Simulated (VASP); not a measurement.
Write the native input for VASP 6.6.1 that does the following.

- Task: single point
- Functional: revPBE
- Dispersion: D3(BJ)
- Potentials or basis: VASP PAW PBE potentials, release 64 (Tb_3), 4f in core
- Cutoff: 520 eV
- k mesh: 9 × 9 × 9
- Occupations: tetrahedron
- Spin: collinear spin, ferromagnetic start
- Starting moments: [6.0] μB
- Dipole correction: no
- Further INCAR settings: ALGO = Normal; EDIFF = 1e-06; NBANDS = 14

The structure of Tb lies in POSCAR:

```
Tb
1.0
   -2.0494217731      2.0494217731      2.0494217731
    2.0494217731     -2.0494217731      2.0494217731
    2.0494217731      2.0494217731     -2.0494217731
Tb
1
Direct
    0.0000000000      0.0000000000      0.0000000000
```

These files were run (other wordings do the same):

INCAR

```
SYSTEM = Tb
ALGO = Normal ; EDIFF = 1E-6
ENCUT = 520 ; GGA = RE
ISIF = 2 ; ISMEAR = -5
ISPIN = 2 ; IVDW = 12
LASPH = .True. ; LCHARG = .True.
LELF = .True. ; LMAXMIX = 6
LORBIT = 11 ; LREAL = .False.
LVHAR = .True. ; LWAVE = .False.
MAGMOM = 6 ; NBANDS = 14
NELM = 150 ; PREC = Accurate
SIGMA = 0.05
```

KPOINTS

```
k-points
0
Gamma
  9 9 9
  0 0 0
```

Potentials or basis: VASP PAW PBE potentials, release 64 (Tb_3), 4f in core.

Launch:

```bash
$ cat potpaw_PBE.64/Tb_3/POTCAR > POTCAR
$ mpirun -np 1 vasp_std > vasp.out
```

Results of the run:

| Quantity | Value |
| --- | --- |
| Pressure | -3.6 GPa |
| Net moment | 0.56 μB per cell |
| Site moments | Tb +0.38 μB |
| Valence electrons inside the program's atomic spheres | Tb 7.69 |
| Dispersion energy per atom | -0.561 eV |

Caveat: the magnetic or orbital state may not be the lowest; the PAW data sets were made with another functional, which shifts forces and pressure a little; pairwise dispersion overbinds metals, which lowers pressure and volume; tetrahedron occupations give inexact forces and stress in metals.

It took 28 s on 1 thread of Intel(R) Xeon(R) Platinum 8488C (Sapphire Rapids), with other jobs on the host, peak memory 0.2 GiB.
